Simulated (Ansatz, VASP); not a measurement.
Ge2Sb2Te5: VASP beside Ansatz

```
Ge Sb Te
1.0
     4.29339    0.00000    0.00000
    -2.14669    3.71818    0.00000
     0.00000    0.00000   17.63379
Ge Sb Te
2 2 5
Direct
  0.33333 0.66667 0.90179
  0.66667 0.33333 0.09821
  0.00000 0.00000 0.69058
  0.00000 0.00000 0.30942
  0.00000 0.00000 0.00000
  0.66667 0.33333 0.80591
  0.33333 0.66667 0.19409
  0.33333 0.66667 0.59359
  0.66667 0.33333 0.40641
```

Alike in both runs: functional PBE; k mesh 9 × 9 × 2; occupations gaussian, width 0.01 eV; no spin polarisation.

Ansatz relaxed the structure, and its values are those at the end. VASP's run is a single point on that final structure, the one shown.

```csv
,VASP,Ansatz
version,VASP 6.6.1,Ansatz 0.2.0
potentials or method,"VASP PAW PBE potentials, release 64 (Ge_d, Sb, Te), cutoff 520 eV","scalar-relativistic, plane waves, PAW"
valence electrons in the cell,68,138
```

Ansatz gave:

* gap on the k mesh at the Fermi level (eV): 0.58
* least direct gap on the mesh (eV): 0.58
* pressure (GPa): 0.0
* rms of the force components (eV/Å): 0.000

What did VASP give for the same quantities?

gap on the k mesh at the Fermi level (eV): 0.58; least direct gap on the mesh (eV): 0.58; pressure (GPa): -0.2; rms of the force components (eV/Å): 0.007.

VASP's potentials hold 68 valence electrons a cell and Ansatz's 138, so a difference there can come from the potentials and not from the codes.

Neither program's run includes spin-orbit coupling.
